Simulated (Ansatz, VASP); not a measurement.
HgTe in VASP and in Ansatz

```
Hg Te
1.0
     4.70197    0.00000    0.00000
     0.00000    6.64960    0.00000
     0.00000    0.00000   24.40395
Hg Te
5 5
Direct
  0.50000 0.50000 0.30733
  0.00000 0.00000 0.40366
  0.50000 0.50000 0.50000
  0.00000 0.00000 0.59634
  0.50000 0.50000 0.69267
  0.00000 0.25000 0.30733
  0.50000 0.75000 0.40366
  0.00000 0.25000 0.50000
  0.50000 0.75000 0.59634
  0.00000 0.25000 0.69267
```

Alike in both runs: task relaxation of the atoms; functional PBE; k mesh 8 × 5 × 1; occupations gaussian, width 0.1 eV; no spin polarisation.

```csv
,VASP,Ansatz
version,VASP 6.6.1,Ansatz 0.2.0
potentials or method,"VASP PAW PBE potentials, release 64 (Hg, Te), cutoff 520 eV","scalar-relativistic, plane waves, PAW"
valence electrons in the cell,90,180
```

|  | VASP | Ansatz | Ansatz less VASP |
| --- | --- | --- | --- |
| gap on the k mesh at the Fermi level, each at its own relaxed structure (eV) | 0.35 | 0.36 | +0.006 |

VASP's potentials hold 90 valence electrons a cell and Ansatz's 180, so a difference there can come from the potentials and not from the codes. Ansatz's warnings: xc potential rough in thin density.

Neither program's run includes spin-orbit coupling.
